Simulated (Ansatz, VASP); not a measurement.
**Two plane-wave programs on Cd2Se**

```xyz
3
Lattice="0.0000 3.4221 3.4221 3.4221 0.0000 3.4221 3.4221 3.4221 0.0000" Properties=species:S:1:pos:R:3 pbc="T T T"
Cd    0.0000    0.0000    0.0000
Cd    5.1332    5.1332    5.1332
Se    3.4221    3.4221    3.4221
```

Alike in both runs: functional PBE; k mesh 10 × 10 × 10; occupations gaussian, width 0.01 eV; no spin polarisation.

Ansatz relaxed the structure, and its values are those at the end. VASP's run is a single point on that final structure, the one shown.

```csv
,VASP,Ansatz
version,VASP 6.6.1,Ansatz 0.2.0
potentials or method,"VASP PAW PBE potentials, release 64 (Cd, Se), cutoff 520 eV","scalar-relativistic, plane waves, PAW"
valence electrons in the cell,30,56
```

|  | VASP | Ansatz | Ansatz less VASP |
| --- | --- | --- | --- |
| gap on the k mesh at the Fermi level (eV) | 0.40 | 0.39 | -0.006 |
| least direct gap on the mesh (eV) | 0.45 | 0.45 | -0.001 |
| pressure (GPa) | 0.2 | 0.0 | -0.21 |

VASP's potentials hold 30 valence electrons a cell and Ansatz's 56, so a difference there can come from the potentials and not from the codes.
